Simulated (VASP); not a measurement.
Wanted: the native input for a VASP 6.6.1 run.

- Task: single point
- Functional: PBE
- Potentials or basis: VASP PAW PBE potentials, release 64 (Al, P)
- Cutoff: 500 eV
- k mesh: 6 × 4 × 6
- Occupations: gaussian, width 0.1 eV
- Spin: no spin polarisation
- Dipole correction: no
- Further INCAR settings: ALGO = Normal; EDIFF = 1e-06; NBANDS = 16

The structure of AlP (m) lies in POSCAR:

```
AlP
1.0
    3.8937924169      0.0000000000      0.0000000000
    0.0000000000      5.5066540450      0.0000000000
    0.0000000000      0.0000000000      3.8948594176
Al P
2 2
Direct
    0.0000000000      0.0000000000      0.0000000000
    0.5000000000      0.5000000000      0.5000000000
    0.0000000000      0.2500000000      0.5000000000
    0.5000000000      0.7500000000      0.0000000000
```

These files were run (other wordings do the same):

INCAR

```
  PREC = Accurate
  ENCUT = 500
  EDIFF = 1E-6
  ISMEAR = 0
  SIGMA = 0.1
  LREAL = F
  LASPH = T
  NELM = 120
  ALGO = Normal
  ISIF = 2
  LWAVE = F
  LCHARG = F
  GGA = PE
  NBANDS = 16
  GGA_COMPAT = F
```

KPOINTS

```
Automatic mesh
0
Gamma
  6 4 6
```

Potentials or basis: VASP PAW PBE potentials, release 64 (Al, P).

Command:

```sh
$ cat potpaw_PBE.64/Al/POTCAR potpaw_PBE.64/P/POTCAR > POTCAR
$ mpirun -np 1 vasp_std > vasp.out
```

It gave:

| Quantity | Value |
| --- | --- |
| Pressure | -0.1 GPa |
| Band gap on the k mesh | 1.63 eV |

It took 60 s on 1 thread of Intel Xeon 8259CL, with other jobs on the host, peak memory 0.2 GiB.
